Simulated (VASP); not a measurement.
# Mg2Si3N (P4mm) in VASP: single point with PBE

Aim: the single point of Mg2Si3N with PBE.

All numbers are computed with VASP 6.6.1; they aren't measurements. Logs are shortened: lines on timing, memory, paths and dates and some standing lists are left out, and cuts for length are marked.

**1. The cell of the first run**

Symmetry: P4mm, No. 99, tetragonal system. The conventional cell has a = 3.345 Å, b = 3.345 Å, c = 8.491 Å, α = 90.00°, β = 90.00°, γ = 90.00°. Within 3.1 Å of Mg (site symmetry 4mm) lie 4 N at 2.38 Å. Mg (site symmetry 4mm) has 1 N at 1.99 Å within 2.6 Å. Si (site symmetry 2mm) has 6 Si at 2.37 to 2.54 Å within 3.1 Å. Si (site symmetry 4mm) has 8 Si at 2.54 to 3.35 Å and 4 Mg at 2.84 Å within 3.4 Å. Within 2.6 Å of N (site symmetry 4mm) lie 5 Mg at 1.99 to 2.38 Å.

The cell was built from a structure type or drawn by symmetry, and may not be a known phase.

**2. Single point, PBE**

INCAR

```
PREC = Accurate
ENCUT = 600
EDIFF = 1E-6
ISMEAR = 0
SIGMA = 0.2
LREAL = False
LASPH = True
NELM = 120
ALGO = Normal
ISIF = 2
LWAVE = False
LCHARG = False
GGA = PE
NBANDS = 20
GGA_COMPAT = False
```

KPOINTS

```
Automatic mesh
0
Gamma
  5 5 3
```

POSCAR

```
Mg2Si3N
1.0
    3.3454276967      0.0000000000      0.0000000000
    0.0000000000      3.3454276967      0.0000000000
    0.0000000000      0.0000000000      8.4912456578
Mg Si N
2 3 1
Direct
    0.5000000000      0.5000000000      0.6826959549
    0.0000000000      0.0000000000      0.4177585903
    0.5000000000      0.0000000000      1.0072981061
    0.0000000000      0.5000000000      1.0072981061
    0.5000000000      0.5000000000      0.2323232216
    0.0000000000      0.0000000000      0.6526280209
```

Potentials or basis: VASP PAW PBE potentials, release 64 (Mg, Si, N).

Command:

```
cat potpaw_PBE.64/Mg/POTCAR potpaw_PBE.64/Si/POTCAR potpaw_PBE.64/N/POTCAR > POTCAR
mpirun -np 1 vasp_std > vasp.out
```

OUTCAR:

```text
PREC = Accurate
   ENCUT = 600
   EDIFF = 1E-6
   ISMEAR = 0
   LREAL = False
   LASPH = True
   NELM = 120
   ISIF = 2
   GGA = PE

 ion  position               nearest neighbor table
   1  0.500  0.500  0.683-   6 2.38   6 2.38   6 2.38   6 2.38   4 3.22   4 3.22   3 3.22   3 3.22
                             2 3.26   2 3.26   2 3.26   2 3.26
   2  0.000  0.000  0.418-   6 1.99   5 2.84   5 2.84   5 2.84   5 2.84   1 3.26   1 3.26   1 3.26
                             1 3.26
   3  0.500  0.000  0.007-   4 2.37   4 2.37   4 2.37   4 2.37   5 2.54   5 2.54   1 3.22   1 3.22

   4  0.000  0.500  0.007-   3 2.37   3 2.37   3 2.37   3 2.37   5 2.54   5 2.54   1 3.22   1 3.22

   5  0.500  0.500  0.232-   3 2.54   4 2.54   3 2.54   4 2.54   2 2.84   2 2.84   2 2.84   2 2.84

   6  0.000  0.000  0.653-   2 1.99   1 2.38   1 2.38   1 2.38   1 2.38

  LATTYP: Found a simple tetragonal cell.
 ALAT       =     3.3454276967
 C/A-ratio  =     2.5381644524

  Lattice vectors:

 A1 = (   3.3454276967,   0.0000000000,   0.0000000000)
 A2 = (   0.0000000000,   3.3454276967,   0.0000000000)
 A3 = (   0.0000000000,   0.0000000000,   8.4912456578)

Analysis of symmetry for initial positions (statically):
=====================================================================
 Subroutine PRICEL returns:
 Original cell was already a primitive cell.

 Routine SETGRP: Setting up the symmetry group for a
 simple tetragonal supercell.

 Subroutine GETGRP returns: Found  8 space group operations
 (whereof  8 operations were pure point group operations)
 out of a pool of 16 trial point group operations.

The static configuration has the point symmetry C_4v.

Analysis of symmetry for dynamics (positions and initial velocities):
=====================================================================
 Subroutine PRICEL returns:
 Original cell was already a primitive cell.

 Routine SETGRP: Setting up the symmetry group for a
 simple tetragonal supercell.

 Subroutine GETGRP returns: Found  8 space group operations
 (whereof  8 operations were pure point group operations)
 out of a pool of 16 trial point group operations.

The dynamic configuration has the point symmetry C_4v.

 Subroutine INISYM returns: Found  8 space group operations
 (whereof  8 operations are pure point group operations),
 and found     1 'primitive' translations

----------------------------------------------------------------------------------------

                                     Primitive cell

  volume of cell :      95.0331

  direct lattice vectors                    reciprocal lattice vectors
     3.345427697  0.000000000  0.000000000     0.298915442  0.000000000  0.000000000
     0.000000000  3.345427697  0.000000000     0.000000000  0.298915442  0.000000000
     0.000000000  0.000000000  8.491245658     0.000000000  0.000000000  0.117768351

  length of vectors
     3.345427697  3.345427697  8.491245658     0.298915442  0.298915442  0.117768351

  position of ions in fractional coordinates (direct lattice)
     0.500000000  0.500000000  0.682695955
     0.000000000  0.000000000  0.417758590
     0.500000000  0.000000000  0.007298106
     0.000000000  0.500000000  0.007298106
     0.500000000  0.500000000  0.232323222
     0.000000000  0.000000000  0.652628021

  ion indices of the primitive-cell ions
   primitive index   ion index
                 1           1
                 2           2
                 3           3
                 4           4
                 5           5
                 6           6

----------------------------------------------------------------------------------------

 KPOINTS: Automatic mesh

Automatic generation of k-mesh.
 Grid dimensions read from file:
 generate k-points for:    5    5    3

 Generating k-lattice:

  Cartesian coordinates                     Fractional coordinates (reciprocal lattice)
     0.059783088  0.000000000  0.000000000     0.200000000  0.000000000  0.000000000
     0.000000000  0.059783088  0.000000000     0.000000000  0.200000000  0.000000000
     0.000000000  0.000000000  0.039256117     0.000000000  0.000000000  0.333333333

  Length of vectors
     0.059783088  0.059783088  0.039256117

  Shift w.r.t. Gamma in fractional coordinates (k-lattice)
     0.000000000  0.000000000  0.000000000

 Subroutine IBZKPT returns following result:
 ===========================================

 Found     12 irreducible k-points:

 Following reciprocal coordinates:
            Coordinates               Weight
  0.000000  0.000000  0.000000      1.000000
  0.200000  0.000000  0.000000      4.000000
  0.400000  0.000000  0.000000      4.000000
  0.200000  0.200000  0.000000      4.000000
  0.400000  0.200000  0.000000      8.000000
  0.400000  0.400000  0.000000      4.000000
  0.000000  0.000000  0.333333      2.000000
  0.200000  0.000000  0.333333      8.000000
  0.400000  0.000000  0.333333      8.000000
  0.200000  0.200000  0.333333      8.000000
  0.400000  0.200000  0.333333     16.000000
  0.400000  0.400000  0.333333      8.000000
   k-points           NKPTS =     12   k-points in BZ     NKDIM =     12   number of bands    NBANDS=     20
   number of dos      NEDOS =    301   number of ions     NIONS =      6
   total plane-waves  NPLWV =  54880
   dimension x,y,z NGX =    28 NGY =   28 NGZ =   70
   dimension x,y,z NGXF=    56 NGYF=   56 NGZF=  140
   ions per type =               2   3   1
   NGX,Y,Z   is equivalent  to a cutoff of  13.91, 13.91, 13.70 a.u.
   NGXF,Y,Z  is equivalent  to a cutoff of  27.83, 27.83, 27.41 a.u.
 SYSTEM =  unknown system
   PREC   = accura    normal or accurate (medium, high low for compatibility)
   ISTART =      0    job   : 0-new  1-cont  2-samecut
   ICHARG =      2    charge: 1-file 2-atom 10-const
   ISPIN  =      1    spin polarized calculation?
   LNONCOLLINEAR =      F non collinear calculations
   LSORBIT =      F    spin-orbit coupling
   LASPH  =      T    aspherical Exc in radial PAW
   ENCUT  =  600.0 eV  44.10 Ry    6.64 a.u.   6.68  6.68 16.96*2*pi/ulx,y,z
   NELM   =    120;   NELMIN=  2; NELMDL= -5     # of ELM steps
   EDIFF  = 0.1E-05   stopping-criterion for ELM
   LREAL  =      F    real-space projection
   EDIFFG = 0.1E-04   stopping-criterion for IOM
   NSW    =      0    number of steps for IOM
   IBRION =     -1    ionic relax: 0-MD 1-quasi-New 2-CG
   NFREE  =      0    steps in history (QN), initial steepest desc. (CG)
   ISIF   =      2    stress and relaxation
   ISYM   =      2    0-nonsym 1-usesym 2-fastsym
   POTIM  = 0.5000    time-step for ionic-motion
   TEBEG  =    0.0;   TEEND  =   0.0 temperature during run
   PSTRESS=    0.0 pullay stress
   NELECT =      21.0000    total number of electrons
   NUPDOWN=      -1.0000    fix difference up-down
   EMIN   =  10.00;   EMAX   =-10.00  energy-range for DOS
   EFERMI =   0.00;   METHOD = LEGACY
   ISMEAR =     0;   SIGMA  =   0.20  broadening in eV -4-tet -1-fermi 0-gaus
   EFERMI_NEDOS =   21; number of points for ismear=-14 and -15
   IALGO  =     38    algorithm
   IMIX   =      4    mixing-type and parameters
     AMIX     =   0.40;   BMIX     =  1.00
     AMIX_MAG =   1.60;   BMIX_MAG =  1.00
  volume/ion in A,a.u.               =      15.84       106.89
  Fermi-wavevector in a.u.,A,eV,Ry     =   0.989744  1.870346 13.328184  0.979594
  Thomas-Fermi vector in A             =   2.121365
   LORBIT       =      0    0 simple, 1 ext, 2 COOP (PROOUT), +10 PAW based schemes
   GGA     = PE    functional components
   LHFCALC =     F    Hartree Fock is set to
   AEXX    =    0.0000 exact exchange contribution
   IVDW    =     0    specifies the selected vdW correction
   LEPSILON=     F    determine dielectric tensor
   LRPA    =     F    only Hartree local field effects (RPA)
 non-spin polarized calculation
 Gauss-broadening in eV      SIGMA  =   0.20
  energy-cutoff  :      600.00
  volume of cell :       95.03
 maximum number of plane-waves:      3195
 NGX is ok and might be reduce to    28
   NGX = 13   NGY = 13   NGZ = 33

 number of electron      20.9999999 magnetization

 Free energy of the ion-electron system (eV)
  ---------------------------------------------------
  ext. energy  EPLUGINS =         0.00000000
  ---------------------------------------------------
  free energy    TOTEN  =       -26.46345027 eV

  energy without entropy =      -26.41924708  energy(sigma->0) =      -26.44134867

 E-fermi :   5.5124     XC(G=0):  -9.9356

 val. band max:        5.4927180141   @ k =   0.4000   0.0000   0.0000
 cond. band min:       5.6956430124   @ k =   0.2000   0.2000   0.0000
 fundamental gap:      0.2029249982
 Fermi energy:         5.5124496678

 k-point     1 :       0.0000    0.0000    0.0000
  band No.  band energies     occupation
      1      -7.9174      2.00000
      2      -6.9944      2.00000
      3      -3.2814      2.00000
      4       1.0651      2.00000
      5       2.9858      2.00000
      6       3.4135      2.00000
[... 12 lines left out ...]
     19      13.2573      0.00000
     20      13.2573      0.00000

 k-point     2 :       0.2000    0.0000    0.0000
  band No.  band energies     occupation
      1      -7.4432      2.00000
      2      -6.7941      2.00000
      3      -2.8223      2.00000
      4       0.2701      2.00000
      5       1.3972      2.00000
      6       3.2473      2.00000
[... 12 lines left out ...]
     19      13.1521      0.00000
     20      13.4014      0.00000

 k-point     3 :       0.4000    0.0000    0.0000
  band No.  band energies     occupation
      1      -6.6117      2.00000
      2      -5.8902      2.00000
      3      -3.1656      2.00000
      4      -1.3182      2.00000
      5       1.4842      2.00000
      6       1.6380      2.00000
[... 12 lines left out ...]
     19      13.1005      0.00000
     20      13.5257      0.00000

 k-point     4 :       0.2000    0.2000    0.0000
  band No.  band energies     occupation
      1      -7.0120      2.00000
      2      -6.5669      2.00000
      3      -2.3620      2.00000
      4       0.6159      2.00000
      5       0.8481      2.00000
      6       1.7498      2.00000
[... 12 lines left out ...]
     19      12.6638      0.00000
     20      13.4209      0.00000

 k-point     5 :       0.4000    0.2000    0.0000
  band No.  band energies     occupation
      1      -6.4626      2.00000
      2      -5.4122      2.00000
      3      -2.6845      2.00000
      4      -0.8666      2.00000
      5       1.7684      2.00000
      6       2.0149      2.00000
[... 12 lines left out ...]
     19      12.2732      0.00000
     20      13.5002      0.00000

 k-point     6 :       0.4000    0.4000    0.0000
  band No.  band energies     occupation
      1      -6.2120      2.00000
      2      -4.0154      2.00000
      3      -1.3259      2.00000
      4      -1.3019      2.00000
      5       0.5978      2.00000
      6       1.3520      2.00000
[... 12 lines left out ...]
     19      11.8662      0.00000
     20      12.6885      0.00000

 k-point     7 :       0.0000    0.0000    0.3333
  band No.  band energies     occupation
      1      -7.8908      2.00000
      2      -7.0478      2.00000
      3      -3.1532      2.00000
      4       0.5232      2.00000
      5       3.4171      2.00000
      6       3.4171      2.00000
[... 12 lines left out ...]
     19      12.7715      0.00000
     20      13.0158      0.00000

 k-point     8 :       0.2000    0.0000    0.3333
  band No.  band energies     occupation
      1      -7.4077      2.00000
      2      -6.8508      2.00000
      3      -2.7164      2.00000
      4       0.2357      2.00000
      5       1.0271      2.00000
      6       3.5436      2.00000
[... 12 lines left out ...]
     19      12.6962      0.00000
     20      13.4633      0.00000

 k-point     9 :       0.4000    0.0000    0.3333
  band No.  band energies     occupation
      1      -6.6000      2.00000
      2      -5.9080      2.00000
      3      -3.1657      2.00000
      4      -1.3271      2.00000
      5       1.5365      2.00000
      6       2.1140      2.00000
[... 12 lines left out ...]
     19      12.8608      0.00000
     20      13.8467      0.00000

 k-point    10 :       0.2000    0.2000    0.3333
  band No.  band energies     occupation
      1      -6.9634      2.00000
      2      -6.6322      2.00000
      3      -2.2754      2.00000
      4       0.6195      2.00000
      5       0.7711      2.00000
      6       1.5455      2.00000
[... 12 lines left out ...]
     19      12.7977      0.00000
     20      13.1902      0.00000

 k-point    11 :       0.4000    0.2000    0.3333
  band No.  band energies     occupation
      1      -6.4568      2.00000
      2      -5.4228      2.00000
      3      -2.6846      2.00000
      4      -0.8803      2.00000
      5       1.8206      2.00000
      6       2.1567      2.00000
[... 12 lines left out ...]
     19      12.1653      0.00000
     20      13.4743      0.00000

 k-point    12 :       0.4000    0.4000    0.3333
  band No.  band energies     occupation
      1      -6.2111      2.00000
      2      -4.0171      2.00000
      3      -1.3226      2.00000
      4      -1.3041      2.00000
      5       0.5471      2.00000
      6       1.3595      2.00000
[... 12 lines left out ...]
     19      12.1308      0.00000
     20      12.8531      0.00000

------------------------ aborting loop because EDIFF is reached ----------------------------------------

  FORCE on cell =-STRESS in cart. coord.  units (eV):
  Direction    XX          YY          ZZ          XY          YZ          ZX
  --------------------------------------------------------------------------------------
  -------------------------------------------------------------------------------------
  Total       -0.0093910     -0.0093910     -0.0088515      0.0000000      0.0000000      0.0000000
  in kB       -0.1583251     -0.1583251     -0.1492287      0.0000000      0.0000000      0.0000000
  external PRESSURE =      -0.1552930 kB  Pullay stress =       0.0000000 kB

 VOLUME and BASIS-vectors are now :
 -----------------------------------------------------------------------------
  energy-cutoff  :      600.00
  volume of cell :       95.03
      direct lattice vectors                 reciprocal lattice vectors
     3.345427697  0.000000000  0.000000000     0.298915442  0.000000000  0.000000000
     0.000000000  3.345427697  0.000000000     0.000000000  0.298915442  0.000000000
     0.000000000  0.000000000  8.491245658     0.000000000  0.000000000  0.117768351

 POSITION                                       TOTAL-FORCE (eV/Angst)
 -----------------------------------------------------------------------------------
      1.67271      1.67271      5.79694         0.000000      0.000000     -0.010632
      0.00000      0.00000      3.54729         0.000000      0.000000     -0.015999
      1.67271      0.00000      0.06197         0.000000      0.000000     -0.000850
      0.00000      1.67271      0.06197         0.000000     -0.000000     -0.000850
      1.67271      1.67271      1.97271         0.000000     -0.000000     -0.019517
      0.00000      0.00000      5.54162         0.000000      0.000000      0.047848
 -----------------------------------------------------------------------------------
    total drift:                               -0.000000     -0.000000      0.000329

  FREE ENERGIE OF THE ION-ELECTRON SYSTEM (eV)
  ---------------------------------------------------
  free  energy   TOTEN  =       -26.4634502714 eV

  energy  without entropy=      -26.4192470762  energy(sigma->0) =      -26.44134867
```

It took 63 s on 1 thread of Intel Xeon 8259CL, shared host; peak memory 0.24 GiB.

Results:

- Free energy: -26.4635 eV
- Pressure: 0.0 GPa
- Largest force: 0.048 eV/Å
- Band gap on the k mesh: zero (an odd number of electrons rules out a gap without spin polarisation)

Forces in eV/Å, atoms in the order of the input:
```
Mg   0.000  0.000 -0.011
Mg   0.000  0.000 -0.016
Si   0.000  0.000 -0.001
Si   0.000  0.000 -0.001
Si   0.000  0.000 -0.020
N    0.000  0.000  0.048
```

Levels at points of the mesh, in eV from the Fermi level:
| k point | band 8 | band 9 | band 10 | band 11 | band 12 | band 13 |
| --- | --- | --- | --- | --- | --- | --- |
| (0.00, 0.00, 0.00) | -0.27 | -0.27 | 0.41 | 1.05 | 2.26 | 2.62 |

Caveat: the k points lie up to 0.38 Å⁻¹ apart, too coarse for converged energies and pressures of a metal.
